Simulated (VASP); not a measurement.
Runs of VASP 6.6.1 on Rh. The structure is that of space group Fm-3m (No. 225), or close to it. The cells are those of the table. 

```tsv
task	potentials or basis	cell	cutoff (eV)	second run	gap on the mesh (eV)	pressure (GPa)
relaxation of cell and atoms	VASP PAW LDA potentials, release 64 (Rh_pv)	relaxed to 8 GPa from a = 2.684 Å, angles 60.0°, 1 atom	600	-	none	7.7
relaxation of cell and atoms	VASP PAW LDA potentials, release 64 (Rh_pv)	relaxed to 2 GPa from a = 2.684 Å, angles 60.0°, 1 atom	600	-	none	1.5
single point	VASP PAW LDA potentials, release 64 (Rh_pv)	a = 2.639 Å, angles 60.0°, 1 atom	520	-	none	(b)
relaxation of cell and atoms	VASP PAW LDA potentials, release 64 (Rh_pv)	relaxed to 6 GPa from a = 2.684 Å, angles 60.0°, 1 atom	600	-	none	5.0
single point	VASP PAW LDA potentials, release 64 (Rh_sv_GW)	a = 2.649 Å, angles 60.0°, 1 atom	530	valence_matched	none	0.0
single point	VASP PAW LDA potentials, release 64 (Rh_pv)	a = 2.655 Å, angles 60.0°, 1 atom	520	-	none	(a)
relaxation of cell and atoms	VASP PAW LDA potentials, release 64 (Rh_pv)	relaxed from a = 2.684 Å, angles 60.0°, 1 atom	600	-	none	-0.4
relaxation of cell and atoms	VASP PAW LDA potentials, release 64 (Rh_pv)	relaxed to 4 GPa from a = 2.684 Å, angles 60.0°, 1 atom	600	-	none	3.4
single point	VASP PAW LDA potentials, release 64 (Rh_sv_GW)	a = 2.634 Å, angles 60.0°, 1 atom	530	valence_matched	none	6.0
single point	VASP PAW LDA potentials, release 64 (Rh_pv)	a = 2.634 Å, angles 60.0°, 1 atom	520	-	none	9.0
single point	VASP PAW LDA potentials, release 64 (Rh_pv)	a = 2.649 Å, angles 60.0°, 1 atom	520	-	none	2.9
single point	VASP PAW LDA potentials, release 64 (Rh_sv_GW)	a = 2.639 Å, angles 60.0°, 1 atom	530	valence_matched	none	4.0
```

Alike in all rows: level LDA; no spin polarisation; k mesh 9 × 9 × 9; smearing gaussian 0.1 eV.

Problem. Estimate the missing entries.

Solution. (a) 0.9; (b) 7.0.

Caveats: the cell is relaxed towards a set pressure, so the enthalpy falls and the energy may rise (some runs).

A k mesh can miss the band edges, and the runs leave out spin-orbit coupling on Rh.

A gap of «none» marks levels without a gap at the run's occupations.

The runs don't all hold the same shells in valence.
